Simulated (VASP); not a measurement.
# InSe in VASP: settings compared, part 2 of 3

VASP 6.6.1.

## (3) Single point, LDA

Contents of INCAR:

```
PREC     = Accurate       # precision mode
ENCUT    = 520            # plane-wave cutoff, eV
EDIFF    = 1E-6           # SCF threshold, eV
ISMEAR   = 1              # smearing method
SIGMA    = 0.05           # smearing width, eV
LREAL    = False          # projectors in reciprocal space
LASPH    = True           # aspherical terms in the spheres
NELM     = 80             # most SCF steps
ALGO     = Normal         # electronic algorithm
ISIF     = 2              # what is computed and relaxed
LWAVE    = False          # write WAVECAR
LCHARG   = False          # write CHGCAR
NBANDS   = 27             # bands
```

Contents of KPOINTS:

```
Automatic mesh
0
Gamma
  6 6 6
```

Contents of POSCAR:

```
InSe
1.0
    2.0000000000      1.1547005384      8.4400000000
   -2.0000000000      1.1547005384      8.4400000000
    0.0000000000     -2.3094010768      8.4400000000
In Se
2 2
Direct
    0.9026330000      0.8837560000      0.8815380000
   -0.0187260000     -0.0029600000      0.0168600000
    0.1596760000      0.1707980000      0.1801300000
    0.3866720000      0.3724980000      0.3868960000
```

Potentials or basis: VASP PAW LDA potentials, release 64 (In_d, Se).

On the command line:

```sh
cat potpaw_LDA.64/In_d/POTCAR potpaw_LDA.64/Se/POTCAR > POTCAR
mpirun -np 1 vasp_std > vasp.out
```

OUTCAR:

```text
PREC = Accurate
   ENCUT = 520
   EDIFF = 1E-6
   ISMEAR = 1
   LREAL = False
   LASPH = True
   NELM = 80
   ISIF = 2

 ion  position               nearest neighbor table
   1  0.903  0.884  0.882-   3 2.61   3 2.65   3 2.74   2 2.76
   2  0.981  0.997  0.017-   4 2.57   4 2.66   4 2.68   1 2.76
   3  0.160  0.171  0.180-   1 2.61   1 2.65   1 2.74
   4  0.387  0.372  0.387-   2 2.57   2 2.66   2 2.68

  LATTYP: Found a trigonal (rhomboedric) cell.
 ALAT       =     8.7502533297
[... 917 lines left out ...]

  FORCE on cell =-STRESS in cart. coord.  units (eV):
  Direction    XX          YY          ZZ          XY          YZ          ZX
  --------------------------------------------------------------------------------------
  -------------------------------------------------------------------------------------
  Total       -1.0448341     -1.0421165     -1.3207657      0.1007632     -0.5865584     -0.6929220
  in kB      -14.3141265    -14.2768958    -18.0943626      1.3804467     -8.0357932     -9.4929643
  external PRESSURE =     -15.5617950 kB  Pullay stress =       0.0000000 kB

 VOLUME and BASIS-vectors are now :
 -----------------------------------------------------------------------------
  energy-cutoff  :      520.00
  volume of cell :      116.95
      direct lattice vectors                 reciprocal lattice vectors
     2.000000000  1.154700538  8.440000000     0.250000000  0.144337567  0.039494471
    -2.000000000  1.154700538  8.440000000    -0.250000000  0.144337567  0.039494471
     0.000000000 -2.309401077  8.440000000     0.000000000 -0.288675135  0.039494471

 POSITION                                       TOTAL-FORCE (eV/Angst)
 -----------------------------------------------------------------------------------
      0.03775      0.02692     22.51730        -0.216863     -0.268719     -0.337811
     -0.03153      2.24542     16.83927         0.327391      0.242306      0.004681
     -0.02224     -0.03439      4.30950         0.221917      0.258344      0.373777
      0.02835     -0.01688      9.67280        -0.332444     -0.231931     -0.040647
 -----------------------------------------------------------------------------------
    total drift:                                0.000030     -0.000022     -0.000124

  FREE ENERGIE OF THE ION-ELECTRON SYSTEM (eV)
  ---------------------------------------------------
  free  energy   TOTEN  =       -16.6016994573 eV

  energy  without entropy=      -16.6017128784  energy(sigma->0) =      -16.60170393
```

OSZICAR:

```text
N       E                     dE             d eps       ncg     rms          rms(c)
DAV:   1     0.338671187998E+03    0.33867E+03   -0.17158E+04  6048   0.155E+03
DAV:   2     0.245813887022E+02   -0.31409E+03   -0.30484E+03  6110   0.386E+02
DAV:   3    -0.152049318767E+02   -0.39786E+02   -0.38983E+02  7685   0.147E+02
DAV:   4    -0.170375274453E+02   -0.18326E+01   -0.18271E+01  7277   0.325E+01
DAV:   5    -0.171122657724E+02   -0.74738E-01   -0.74726E-01  9225   0.643E+00    0.682E+00
DAV:   6    -0.166491812504E+02    0.46308E+00   -0.85552E-01  8555   0.150E+01    0.416E+00
DAV:   7    -0.166086966052E+02    0.40485E-01   -0.31410E-01  8078   0.381E+00    0.112E+00
DAV:   8    -0.166025706500E+02    0.61260E-02   -0.26337E-02  9126   0.177E+00    0.535E-01
DAV:   9    -0.166016662087E+02    0.90444E-03   -0.49506E-03  7905   0.532E-01    0.143E-01
DAV:  10    -0.166016902553E+02   -0.24047E-04   -0.32194E-04  7980   0.145E-01    0.769E-02
DAV:  11    -0.166017017170E+02   -0.11462E-04   -0.54372E-05  8719   0.762E-02    0.165E-02
DAV:  12    -0.166016990851E+02    0.26319E-05   -0.10329E-05  8567   0.337E-02    0.117E-02
DAV:  13    -0.166016994573E+02   -0.37221E-06   -0.22333E-06  5586   0.854E-03
   1 F= -.16601699E+02 E0= -.16601704E+02  d E =0.134211E-04
```

stdout:

```text
POSCAR found type information on POSCAR InSe
 POSCAR found :  2 types and       4 ions
 scaLAPACK will be used
 LDA part: xc-table for (Slater(with rela. corr.)+CA(PZ))
 , standard interpolation
 POSCAR, INCAR and KPOINTS ok, starting setup
 FFT: planning ... GRIDC
 FFT: planning ... GRID_SOFT
 FFT: planning ... GRID
 WAVECAR not read
 entering main loop
```

Wall time 26 min (1 thread of Intel Xeon Platinum 8259CL at 2.50GHz (Skylake/Cascade Lake), shared host); peak memory 0.69 GiB.

Results:

```
Free energy            : -16.6017 eV
Pressure               : -1.6 GPa
Largest force          : 0.506 eV/Å
Band gap on the k mesh : 0.32 eV
```

Forces in eV/Å, atoms in the order of the input:
```
In  -0.217 -0.269 -0.338
In   0.327  0.242  0.005
Se   0.222  0.258  0.374
Se  -0.332 -0.232 -0.041
```

Stress tensor (GPa, compression positive):
```
-1.43  0.14 -0.95
 0.14 -1.43 -0.80
-0.95 -0.80 -1.81
```

Levels at points of the mesh, in eV from the valence-band top:
| k point | band 17 | band 18 | band 19 | band 20 | band 21 | band 22 |
| --- | --- | --- | --- | --- | --- | --- |
| (0.00, 0.00, 0.00) | -1.18 | -1.10 | -0.94 | 1.67 | 2.03 | 4.27 |
| (0.50, 0.00, 0.00) | -2.24 | -2.10 | -1.62 | 1.07 | 1.94 | 3.54 |
| (0.00, 0.50, 0.00) | -2.25 | -2.04 | -1.70 | 1.12 | 1.87 | 3.56 |
| (0.00, 0.00, 0.50) | -2.27 | -2.02 | -1.71 | 1.16 | 1.85 | 3.54 |
| (0.50, 0.50, 0.00) | -2.41 | -1.89 | -1.53 | 1.02 | 2.01 | 3.20 |
| (0.50, 0.00, 0.50) | -2.40 | -1.90 | -1.51 | 1.06 | 1.95 | 3.19 |
| (0.00, 0.50, 0.50) | -2.40 | -1.92 | -1.59 | 1.12 | 1.87 | 3.30 |
| (0.50, 0.50, 0.50) | -1.02 | -0.91 | 0.00 | 0.32 | 2.13 | 4.22 |

Caveat: spin-orbit coupling is left out, which moves the levels of the heavy elements.

## (4) Single point, LDA

This run uses another cell than the first one, of 30.41 Å³/atom.

Contents of INCAR:

```
SYSTEM = InSe
PREC = Accurate
ENCUT = 520
EDIFF = 1E-6
ISMEAR = -1
SIGMA = 0.05
LREAL = .FALSE.
LASPH = .TRUE.
NELM = 60
ALGO = Normal
ISIF = 2
LWAVE = .FALSE.
LCHARG = .FALSE.
NBANDS = 27
```

Contents of KPOINTS:

```
Automatic mesh
0
G
  8 8 8
  0 0 0
```

Contents of POSCAR:

```
InSe
1.0
    2.0263188076      1.1698957091      8.5510653682
   -2.0263188076      1.1698957091      8.5510653682
    0.0000000000     -2.3397914182      8.5510653682
In Se
2 2
Direct
    0.8886000000      0.8886000000      0.8886000000
    0.0000000000      0.0000000000      0.0000000000
    0.1719000000      0.1719000000      0.1719000000
    0.3835000000      0.3835000000      0.3835000000
```

Potentials or basis: VASP PAW LDA potentials, release 64 (In_d, Se).

On the command line:

```sh
cat potpaw_LDA.64/In_d/POTCAR potpaw_LDA.64/Se/POTCAR > POTCAR
mpirun -np 1 vasp_std > vasp.out
```

OUTCAR:

```text
SYSTEM = InSe
   PREC = Accurate
   ENCUT = 520
   EDIFF = 1E-6
   ISMEAR = -1
   LREAL = .FALSE.
   LASPH = .TRUE.
   NELM = 60
   ISIF = 2

 ion  position               nearest neighbor table
   1  0.889  0.889  0.889-   3 2.67   3 2.67   3 2.67   2 2.86
   2  0.000  0.000  0.000-   4 2.67   4 2.67   4 2.67   1 2.86
   3  0.172  0.172  0.172-   1 2.67   1 2.67   1 2.67
   4  0.383  0.383  0.383-   2 2.67   2 2.67   2 2.67

  LATTYP: Found a trigonal (rhomboedric) cell.
 ALAT       =     8.8654014467
 COS(alpha) =     0.8955162542

  Lattice vectors:

 A1 = (   2.0263188076,   1.1698957091,   8.5510653682)
 A2 = (  -2.0263188076,   1.1698957091,   8.5510653682)
 A3 = (   0.0000000000,  -2.3397914182,   8.5510653682)

Analysis of symmetry for initial positions (statically):
=====================================================================
 Subroutine PRICEL returns:
 Original cell was already a primitive cell.

 Routine SETGRP: Setting up the symmetry group for a
 trigonal (rhombohedral) supercell.

 Subroutine GETGRP returns: Found  6 space group operations
 (whereof  6 operations were pure point group operations)
 out of a pool of 12 trial point group operations.

The static configuration has the point symmetry C_3v.

Analysis of symmetry for dynamics (positions and initial velocities):
=====================================================================
 Subroutine PRICEL returns:
 Original cell was already a primitive cell.

 Routine SETGRP: Setting up the symmetry group for a
 trigonal (rhombohedral) supercell.

 Subroutine GETGRP returns: Found  6 space group operations
 (whereof  6 operations were pure point group operations)
 out of a pool of 12 trial point group operations.

The dynamic configuration has the point symmetry C_3v.

 Subroutine INISYM returns: Found  6 space group operations
 (whereof  6 operations are pure point group operations),
 and found     1 'primitive' translations

----------------------------------------------------------------------------------------

                                     Primitive cell

  volume of cell :     121.6260

  direct lattice vectors                    reciprocal lattice vectors
     2.026318808  1.169895709  8.551065368     0.246752879  0.142462841  0.038981498
    -2.026318808  1.169895709  8.551065368    -0.246752879  0.142462841  0.038981498
     0.000000000 -2.339791418  8.551065368     0.000000000 -0.284925682  0.038981498

  length of vectors
     8.865401447  8.865401447  8.865401447     0.287579905  0.287579905  0.287579905

  position of ions in fractional coordinates (direct lattice)
     0.888600000  0.888600000  0.888600000
     0.000000000  0.000000000  0.000000000
     0.171900000  0.171900000  0.171900000
     0.383500000  0.383500000  0.383500000

  ion indices of the primitive-cell ions
   primitive index   ion index
                 1           1
                 2           2
                 3           3
                 4           4

----------------------------------------------------------------------------------------

 KPOINTS: Automatic mesh

Automatic generation of k-mesh.
 Grid dimensions read from file:
 generate k-points for:    8    8    8

 Generating k-lattice:

  Cartesian coordinates                     Fractional coordinates (reciprocal lattice)
     0.030844110  0.017807855  0.004872687     0.125000000 -0.000000000  0.000000000
    -0.030844110  0.017807855  0.004872687    -0.000000000  0.125000000  0.000000000
     0.000000000 -0.035615710  0.004872687     0.000000000  0.000000000  0.125000000

  Length of vectors
     0.035947488  0.035947488  0.035947488

  Shift w.r.t. Gamma in fractional coordinates (k-lattice)
     0.000000000  0.000000000  0.000000000

 Subroutine IBZKPT returns following result:
 ===========================================

 Found     65 irreducible k-points:

 Following reciprocal coordinates:
            Coordinates               Weight
  0.000000  0.000000  0.000000      1.000000
  0.125000  0.000000  0.000000      6.000000
  0.250000  0.000000  0.000000      6.000000
  0.375000  0.000000  0.000000      6.000000
  0.500000  0.000000  0.000000      3.000000
  0.125000  0.125000  0.000000      6.000000
[... 16 lines left out ...]
  0.250000  0.125000  0.125000      6.000000
  0.375000  0.125000  0.125000      6.000000
 [... further k-points ...]
   k-points           NKPTS =     65   k-points in BZ     NKDIM =     65   number of bands    NBANDS=     27
   number of dos      NEDOS =    301   number of ions     NIONS =      4
   total plane-waves  NPLWV = 343000
   dimension x,y,z NGX =    70 NGY =   70 NGZ =   70
   dimension x,y,z NGXF=   140 NGYF=  140 NGZF=  140
   ions per type =               2   2
   NGX,Y,Z   is equivalent  to a cutoff of  13.13, 13.13, 13.13 a.u.
   NGXF,Y,Z  is equivalent  to a cutoff of  26.25, 26.25, 26.25 a.u.
 SYSTEM =  InSe
   PREC   = accura    normal or accurate (medium, high low for compatibility)
   ISTART =      0    job   : 0-new  1-cont  2-samecut
   ICHARG =      2    charge: 1-file 2-atom 10-const
   ISPIN  =      1    spin polarized calculation?
   LNONCOLLINEAR =      F non collinear calculations
   LSORBIT =      F    spin-orbit coupling
   LASPH  =      T    aspherical Exc in radial PAW
   ENCUT  =  520.0 eV  38.22 Ry    6.18 a.u.  16.48 16.48 16.48*2*pi/ulx,y,z
   NELM   =     60;   NELMIN=  2; NELMDL= -5     # of ELM steps
   EDIFF  = 0.1E-05   stopping-criterion for ELM
   LREAL  =      F    real-space projection
   EDIFFG = 0.1E-04   stopping-criterion for IOM
   NSW    =      0    number of steps for IOM
   IBRION =     -1    ionic relax: 0-MD 1-quasi-New 2-CG
   NFREE  =      0    steps in history (QN), initial steepest desc. (CG)
   ISIF   =      2    stress and relaxation
   ISYM   =      2    0-nonsym 1-usesym 2-fastsym
   POTIM  = 0.5000    time-step for ionic-motion
   TEBEG  =    0.0;   TEEND  =   0.0 temperature during run
   PSTRESS=    0.0 pullay stress
   NELECT =      38.0000    total number of electrons
   NUPDOWN=      -1.0000    fix difference up-down
   EMIN   =  10.00;   EMAX   =-10.00  energy-range for DOS
   EFERMI =   0.00;   METHOD = LEGACY
   ISMEAR =    -1;   SIGMA  =   0.05  broadening in eV -4-tet -1-fermi 0-gaus
   EFERMI_NEDOS =   21; number of points for ismear=-14 and -15
   IALGO  =     38    algorithm
   IMIX   =      4    mixing-type and parameters
     AMIX     =   0.40;   BMIX     =  1.00
     AMIX_MAG =   1.60;   BMIX_MAG =  1.00
  volume/ion in A,a.u.               =      30.41       205.19
  Fermi-wavevector in a.u.,A,eV,Ry     =   1.110863  2.099227 16.789820  1.234017
  Thomas-Fermi vector in A             =   2.247420
   LORBIT       =      0    0 simple, 1 ext, 2 COOP (PROOUT), +10 PAW based schemes
   GGA     = CA    functional components
   LHFCALC =     F    Hartree Fock is set to
   AEXX    =    0.0000 exact exchange contribution
   IVDW    =     0    specifies the selected vdW correction
   LEPSILON=     F    determine dielectric tensor
   LRPA    =     F    only Hartree local field effects (RPA)
 non-spin polarized calculation
  energy-cutoff  :      520.00
  volume of cell :      121.63
 maximum number of plane-waves:      3302
 NGX is ok and might be reduce to    70
   NGX = 33   NGY = 33   NGZ = 33

 number of electron      37.9999998 magnetization

 Free energy of the ion-electron system (eV)
  ---------------------------------------------------
  ext. energy  EPLUGINS =         0.00000000
  ---------------------------------------------------
  free energy    TOTEN  =       -16.57731314 eV

  energy without entropy =      -16.57698820  energy(sigma->0) =      -16.57715067

 E-fermi :   3.6347     XC(G=0):  -9.0896

 val. band max:        3.5481343124   @ k =   0.5000   0.5000   0.5000
 cond. band min:       3.6846305012   @ k =   0.5000   0.5000   0.5000
 fundamental gap:      0.1364961888
 Fermi energy:         3.6346986192

 k-point     1 :       0.0000    0.0000    0.0000
  band No.  band energies     occupation
      1     -11.0948      2.00000
      2     -10.9384      2.00000
      3     -10.9384      2.00000
      4     -10.8718      2.00000
      5     -10.8718      2.00000
      6     -10.8520      2.00000
[... 19 lines left out ...]
     26       8.8675      0.00000
     27      10.7832      0.00000
[... 667 lines left out ...]
      5     -10.8644      2.00000
      6     -10.8376      2.00000
[... 19 lines left out ...]
     26       9.8290      0.00000
     27      10.2141      0.00000

 [... further k-points ...]

------------------------ aborting loop because EDIFF is reached ----------------------------------------

  FORCE on cell =-STRESS in cart. coord.  units (eV):
  Direction    XX          YY          ZZ          XY          YZ          ZX
  --------------------------------------------------------------------------------------
  -------------------------------------------------------------------------------------
  Total       -2.0971332     -2.0971332     -2.8271243      0.0000000      0.0000000      0.0000000
  in kB      -27.6255033    -27.6255034    -37.2416643      0.0000000      0.0000000      0.0000000
  external PRESSURE =     -30.8308903 kB  Pullay stress =       0.0000000 kB

 VOLUME and BASIS-vectors are now :
 -----------------------------------------------------------------------------
  energy-cutoff  :      520.00
  volume of cell :      121.63
      direct lattice vectors                 reciprocal lattice vectors
     2.026318808  1.169895709  8.551065368     0.246752879  0.142462841  0.038981498
    -2.026318808  1.169895709  8.551065368    -0.246752879  0.142462841  0.038981498
     0.000000000 -2.339791418  8.551065368     0.000000000 -0.284925682  0.038981498

 POSITION                                       TOTAL-FORCE (eV/Angst)
 -----------------------------------------------------------------------------------
      0.00000      0.00000     22.79543         0.000000      0.000000      0.097326
      0.00000      0.00000      0.00000         0.000000      0.000000     -0.078816
      0.00000      0.00000      4.40978         0.000000      0.000000      0.307004
      0.00000      0.00000      9.83800         0.000000     -0.000000     -0.325514
 -----------------------------------------------------------------------------------
    total drift:                               -0.000000      0.000000      0.000067

  FREE ENERGIE OF THE ION-ELECTRON SYSTEM (eV)
  ---------------------------------------------------
  free  energy   TOTEN  =       -16.5773131396 eV

  energy  without entropy=      -16.5769882021  energy(sigma->0) =      -16.57715067
```

Run time: 12 min. Hardware: 1 thread of AMD EPYC 9R45 (Zen 5), shared host; peak memory 0.56 GiB.

Results:

```
Free energy            : -16.5773 eV
Pressure               : -3.1 GPa
Largest force          : 0.326 eV/Å
Band gap on the k mesh : 0.14 eV
```

Forces on the atoms (eV/Å):
```
In   0.000  0.000  0.097
In   0.000  0.000 -0.079
Se   0.000  0.000  0.307
Se   0.000  0.000 -0.326
```

Stress tensor (GPa, compression positive):
```
-2.76  0.00  0.00
 0.00 -2.76  0.00
 0.00  0.00 -3.72
```

Caveat: the cell stands under tension; spin-orbit coupling is left out, which moves the levels of the heavy elements.

(Part 2 of 3 ends here.)
